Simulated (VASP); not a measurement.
# Ca (P6_3/mmc) in VASP: notebook

Runs on Ca. Level: PBEsol. Tasks: single point, relaxation of cell and atoms.

All numbers are computed with VASP 6.6.1; they aren't measurements. Logs are shortened: lines on timing, memory, paths and dates and some standing lists are left out, and cuts for length are marked.

## (1) The cell of the first run

The structure is hexagonal, space group P6_3/mmc (No. 194). Conventional cell: a = 3.850 Å, b = 3.850 Å, c = 12.667 Å, α = 90.00°, β = 90.00°, γ = 120.00°. Ca (site symmetry -3m) has 12 Ca at 3.85 to 3.87 Å within 5.1 Å. Within 5.1 Å of Ca (site symmetry -6m2) lie 12 Ca at 3.85 to 3.87 Å.

This isn't the form of Ca at room conditions, which is fcc.

## (2) Single point, PBEsol

INCAR

```
PREC     = Accurate       # precision mode
ENCUT    = 520            # plane-wave cutoff, eV
EDIFF    = 1E-6           # SCF threshold, eV
ISMEAR   = 0              # smearing method
SIGMA    = 0.1            # smearing width, eV
LREAL    = F              # projectors in reciprocal space
LASPH    = T              # aspherical terms in the spheres
NELM     = 100            # most SCF steps
ALGO     = Normal         # electronic algorithm
ISIF     = 2              # what is computed and relaxed
LWAVE    = F              # write WAVECAR
LCHARG   = F              # write CHGCAR
GGA      = PS             # functional
NBANDS   = 28             # bands
```

KPOINTS

```
Automatic mesh
0
Gamma
  15 15 4
```

POSCAR

```
Ca
1.0
    3.8496553192      0.0000000000      0.0000000000
   -1.9248276596      3.3338993022      0.0000000000
    0.0000000000      0.0000000000     12.6673373420
Ca
4
Direct
    0.0000000000      0.0000000000      0.0000000000
    0.3333333333      0.6666666667      0.2500000000
    0.0000000000      0.0000000000      0.5000000000
    0.6666666667      0.3333333333      0.7500000000
```

Potentials or basis: VASP PAW PBE potentials, release 64 (Ca_sv).

Launch:

```bash
$ cat potpaw_PBE.64/Ca_sv/POTCAR > POTCAR
$ mpirun -np 1 vasp_std > vasp.out
```

OUTCAR:

```text
PREC = Accurate
   ENCUT = 520
   EDIFF = 1E-6
   ISMEAR = 0
   LREAL = F
   LASPH = T
   NELM = 100
   ISIF = 2
   GGA = PS

 ion  position               nearest neighbor table
   1  0.000  0.000  0.000-
   2  0.333  0.667  0.250-
   3  0.000  0.000  0.500-
   4  0.667  0.333  0.750-

  LATTYP: Found a hexagonal cell.
 ALAT       =     3.8496553192
 C/A-ratio  =     3.2905120827

  Lattice vectors:

 A1 = (   3.8496553192,   0.0000000000,   0.0000000000)
 A2 = (  -1.9248276596,   3.3338993022,   0.0000000000)
 A3 = (   0.0000000000,   0.0000000000,  12.6673373420)

Analysis of symmetry for initial positions (statically):
=====================================================================
 Subroutine PRICEL returns:
 Original cell was already a primitive cell.

 Routine SETGRP: Setting up the symmetry group for a
 hexagonal supercell.

 Subroutine GETGRP returns: Found 24 space group operations
 (whereof 12 operations were pure point group operations)
 out of a pool of 24 trial point group operations.

The static configuration has the point symmetry D_3d.
 The point group associated with its full space group is D_6h.

Analysis of symmetry for dynamics (positions and initial velocities):
=====================================================================
 Subroutine PRICEL returns:
 Original cell was already a primitive cell.

 Routine SETGRP: Setting up the symmetry group for a
 hexagonal supercell.

 Subroutine GETGRP returns: Found 24 space group operations
 (whereof 12 operations were pure point group operations)
 out of a pool of 24 trial point group operations.

The dynamic configuration has the point symmetry D_3d.
 The point group associated with its full space group is D_6h.

 Subroutine INISYM returns: Found 24 space group operations
 (whereof 12 operations are pure point group operations),
 and found     1 'primitive' translations

----------------------------------------------------------------------------------------

                                     Primitive cell

  volume of cell :     162.5772

  direct lattice vectors                    reciprocal lattice vectors
     3.849655319  0.000000000  0.000000000     0.259763516  0.149974536  0.000000000
    -1.924827660  3.333899302  0.000000000     0.000000000  0.299949071  0.000000000
     0.000000000  0.000000000 12.667337342     0.000000000  0.000000000  0.078943189

  length of vectors
     3.849655319  3.849655319 12.667337342     0.299949071  0.299949071  0.078943189

  position of ions in fractional coordinates (direct lattice)
     0.000000000  0.000000000  0.000000000
     0.333333333  0.666666667  0.250000000
     0.000000000  0.000000000  0.500000000
     0.666666667  0.333333333  0.750000000

  ion indices of the primitive-cell ions
   primitive index   ion index
                 1           1
                 2           2
                 3           3
                 4           4

----------------------------------------------------------------------------------------

 KPOINTS: Automatic mesh

Automatic generation of k-mesh.
 Grid dimensions read from file:
 generate k-points for:   15   15    4

 Generating k-lattice:

  Cartesian coordinates                     Fractional coordinates (reciprocal lattice)
     0.017317568  0.009998302  0.000000000     0.066666667  0.000000000  0.000000000
     0.000000000  0.019996605  0.000000000     0.000000000  0.066666667  0.000000000
     0.000000000  0.000000000  0.019735797     0.000000000  0.000000000  0.250000000

  Length of vectors
     0.019996605  0.019996605  0.019735797

  Shift w.r.t. Gamma in fractional coordinates (k-lattice)
     0.000000000  0.000000000  0.000000000

 Subroutine IBZKPT returns following result:
 ===========================================

 Found     81 irreducible k-points:

 Following reciprocal coordinates:
            Coordinates               Weight
  0.000000  0.000000  0.000000      1.000000
  0.066667  0.000000  0.000000      6.000000
  0.133333  0.000000  0.000000      6.000000
  0.200000  0.000000  0.000000      6.000000
  0.266667  0.000000  0.000000      6.000000
  0.333333 -0.000000  0.000000      6.000000
[... 16 lines left out ...]
  0.333333  0.200000  0.000000     12.000000
  0.400000  0.200000  0.000000      6.000000
 [... further k-points ...]
   k-points           NKPTS =     81   k-points in BZ     NKDIM =     81   number of bands    NBANDS=     28
   number of dos      NEDOS =    301   number of ions     NIONS =      4
   total plane-waves  NPLWV =  86400
   dimension x,y,z NGX =    30 NGY =   30 NGZ =   96
   dimension x,y,z NGXF=    60 NGYF=   60 NGZF=  192
   ions per type =               4
   NGX,Y,Z   is equivalent  to a cutoff of  12.96, 12.96, 12.60 a.u.
   NGXF,Y,Z  is equivalent  to a cutoff of  25.91, 25.91, 25.20 a.u.
 SYSTEM =  unknown system
   PREC   = accura    normal or accurate (medium, high low for compatibility)
   ISTART =      0    job   : 0-new  1-cont  2-samecut
   ICHARG =      2    charge: 1-file 2-atom 10-const
   ISPIN  =      1    spin polarized calculation?
   LNONCOLLINEAR =      F non collinear calculations
   LSORBIT =      F    spin-orbit coupling
   LASPH  =      T    aspherical Exc in radial PAW
   ENCUT  =  520.0 eV  38.22 Ry    6.18 a.u.   7.16  7.16 23.55*2*pi/ulx,y,z
   NELM   =    100;   NELMIN=  2; NELMDL= -5     # of ELM steps
   EDIFF  = 0.1E-05   stopping-criterion for ELM
   LREAL  =      F    real-space projection
   EDIFFG = 0.1E-04   stopping-criterion for IOM
   NSW    =      0    number of steps for IOM
   IBRION =     -1    ionic relax: 0-MD 1-quasi-New 2-CG
   NFREE  =      0    steps in history (QN), initial steepest desc. (CG)
   ISIF   =      2    stress and relaxation
   ISYM   =      2    0-nonsym 1-usesym 2-fastsym
   POTIM  = 0.5000    time-step for ionic-motion
   TEBEG  =    0.0;   TEEND  =   0.0 temperature during run
   PSTRESS=    0.0 pullay stress
   NELECT =      40.0000    total number of electrons
   NUPDOWN=      -1.0000    fix difference up-down
   EMIN   =  10.00;   EMAX   =-10.00  energy-range for DOS
   EFERMI =   0.00;   METHOD = LEGACY
   ISMEAR =     0;   SIGMA  =   0.10  broadening in eV -4-tet -1-fermi 0-gaus
   EFERMI_NEDOS =   21; number of points for ismear=-14 and -15
   IALGO  =     38    algorithm
   IMIX   =      4    mixing-type and parameters
     AMIX     =   0.40;   BMIX     =  1.00
     AMIX_MAG =   1.60;   BMIX_MAG =  1.00
  volume/ion in A,a.u.               =      40.64       274.28
  Fermi-wavevector in a.u.,A,eV,Ry     =   1.025829  1.938536 14.317751  1.052325
  Thomas-Fermi vector in A             =   2.159690
   LORBIT       =      0    0 simple, 1 ext, 2 COOP (PROOUT), +10 PAW based schemes
   GGA     = PS    functional components
   LHFCALC =     F    Hartree Fock is set to
   AEXX    =    0.0000 exact exchange contribution
   IVDW    =     0    specifies the selected vdW correction
   LEPSILON=     F    determine dielectric tensor
   LRPA    =     F    only Hartree local field effects (RPA)
 non-spin polarized calculation
 Gauss-broadening in eV      SIGMA  =   0.10
  energy-cutoff  :      520.00
  volume of cell :      162.58
 maximum number of plane-waves:      4405
 NGX is ok and might be reduce to    30
   NGX = 15   NGY = 15   NGZ = 47

 number of electron      40.0000002 magnetization

 Free energy of the ion-electron system (eV)
  ---------------------------------------------------
  ext. energy  EPLUGINS =         0.00000000
  ---------------------------------------------------
  free energy    TOTEN  =        -8.53517544 eV

  energy without entropy =       -8.50931882  energy(sigma->0) =       -8.52224713

 E-fermi :   2.0836     XC(G=0):  -7.9298

 val. band max:        2.0812295971   @ k =   0.2667   0.2000   0.2500
 cond. band min:       2.0892204325   @ k =   0.4667   0.0000   0.0000
 fundamental gap:      0.0079908354
 Fermi energy:         2.0836129051

 k-point     1 :       0.0000    0.0000    0.0000
  band No.  band energies     occupation
      1     -39.7071      2.00000
      2     -39.7008      2.00000
      3     -39.6968      2.00000
      4     -39.6905      2.00000
      5     -20.8487      2.00000
      6     -20.7723      2.00000
[... 20 lines left out ...]
     27       4.3825      0.00000
     28       4.4018      0.00000

 k-point     2 :       0.0667    0.0000    0.0000
  band No.  band energies     occupation
      1     -39.7064      2.00000
      2     -39.7003      2.00000
      3     -39.6963      2.00000
      4     -39.6901      2.00000
      5     -20.8464      2.00000
      6     -20.7729      2.00000
[... 20 lines left out ...]
     27       4.3799      0.00000
     28       4.4346      0.00000

 k-point     3 :       0.1333    0.0000    0.0000
  band No.  band energies     occupation
      1     -39.7046      2.00000
      2     -39.6989      2.00000
      3     -39.6949      2.00000
      4     -39.6892      2.00000
      5     -20.8397      2.00000
      6     -20.7757      2.00000
[... 20 lines left out ...]
     27       4.4858      0.00000
     28       4.5222      0.00000

 k-point     4 :       0.2000    0.0000    0.0000
  band No.  band energies     occupation
      1     -39.7018      2.00000
      2     -39.6969      2.00000
      3     -39.6928      2.00000
      4     -39.6878      2.00000
      5     -20.8295      2.00000
      6     -20.7840      2.00000
[... 20 lines left out ...]
     27       4.3765      0.00000
     28       4.6652      0.00000

 k-point     5 :       0.2667    0.0000    0.0000
  band No.  band energies     occupation
      1     -39.6986      2.00000
      2     -39.6945      2.00000
      3     -39.6904      2.00000
      4     -39.6864      2.00000
      5     -20.8183      2.00000
      6     -20.8041      2.00000
[... 20 lines left out ...]
     27       4.2815      0.00000
     28       4.3364      0.00000

 k-point     6 :       0.3333   -0.0000    0.0000
  band No.  band energies     occupation
      1     -39.6953      2.00000
      2     -39.6923      2.00000
      3     -39.6882      2.00000
      4     -39.6852      2.00000
      5     -20.8267      2.00000
      6     -20.8246      2.00000
[... 463 lines left out ...]
      5     -20.8196      2.00000
      6     -20.8160      2.00000
[... 20 lines left out ...]
     27       4.0671      0.00000
     28       4.0708      0.00000

 k-point    22 :       0.2667    0.2000    0.0000
  band No.  band energies     occupation
      1     -39.6918      2.00000
      2     -39.6900      2.00000
      3     -39.6860      2.00000
      4     -39.6842      2.00000
      5     -20.8306      2.00000
      6     -20.8259      2.00000
[... 20 lines left out ...]
     27       3.7089      0.00000
     28       3.9339      0.00000

 k-point    23 :       0.3333    0.2000    0.0000
  band No.  band energies     occupation
      1     -39.6898      2.00000
      2     -39.6889      2.00000
      3     -39.6848      2.00000
      4     -39.6839      2.00000
      5     -20.8384      2.00000
      6     -20.8323      2.00000
[... 20 lines left out ...]
     27       3.3988      0.00000
     28       3.8635      0.00000

 k-point    24 :       0.4000    0.2000    0.0000
  band No.  band energies     occupation
      1     -39.6891      2.00000
      2     -39.6885      2.00000
      3     -39.6844      2.00000
      4     -39.6839      2.00000
      5     -20.8414      2.00000
      6     -20.8345      2.00000
[... 20 lines left out ...]
     27       3.2573      0.00000
     28       3.8440      0.00000

 [... further k-points ...]

------------------------ aborting loop because EDIFF is reached ----------------------------------------

  FORCE on cell =-STRESS in cart. coord.  units (eV):
  Direction    XX          YY          ZZ          XY          YZ          ZX
  --------------------------------------------------------------------------------------
  -------------------------------------------------------------------------------------
  Total        0.0109258      0.0109258      0.0196925      0.0000000      0.0000000      0.0000000
  in kB        0.1076726      0.1076726      0.1940669      0.0000000      0.0000000      0.0000000
  external PRESSURE =       0.1364707 kB  Pullay stress =       0.0000000 kB

 VOLUME and BASIS-vectors are now :
 -----------------------------------------------------------------------------
  energy-cutoff  :      520.00
  volume of cell :      162.58
      direct lattice vectors                 reciprocal lattice vectors
     3.849655319  0.000000000  0.000000000     0.259763516  0.149974536  0.000000000
    -1.924827660  3.333899302  0.000000000     0.000000000  0.299949071  0.000000000
     0.000000000  0.000000000 12.667337342     0.000000000  0.000000000  0.078943189

 POSITION                                       TOTAL-FORCE (eV/Angst)
 -----------------------------------------------------------------------------------
      0.00000      0.00000      0.00000        -0.000000      0.000000     -0.000000
     -0.00000      2.22260      3.16683         0.000000     -0.000000     -0.000000
      0.00000      0.00000      6.33367        -0.000000      0.000000     -0.000000
      1.92483      1.11130      9.50050        -0.000000      0.000000      0.000000
 -----------------------------------------------------------------------------------
    total drift:                               -0.000000      0.000000      0.000000

  FREE ENERGIE OF THE ION-ELECTRON SYSTEM (eV)
  ---------------------------------------------------
  free  energy   TOTEN  =        -8.5351754445 eV

  energy  without entropy=       -8.5093188242  energy(sigma->0) =       -8.52224713
```

Run time: 5.2 min. Hardware: 1 thread of Intel Xeon Platinum 8488C (Sapphire Rapids), shared host; peak memory 0.45 GiB.

Results:

| Quantity | Value |
| --- | --- |
| Free energy | -8.5352 eV |
| Pressure | 0.0 GPa |
| Band gap on the k mesh | zero (bands 20 and 21 overlap by 0.39 eV) |

Levels at points of the mesh, in eV from the Fermi level:
```
           k point  band 18  band 19  band 20  band 21  band 22  band 23
(0.00, 0.00, 0.00)    -3.11    -3.11    -1.09    -0.20     1.36     1.38
(0.00, 0.00, 0.50)    -3.88    -2.00    -2.00     0.53     0.53     2.02
```

Caveat: the PAW data sets were made with another functional, which shifts forces and pressure a little.

(Continued in part 2 of 2.)
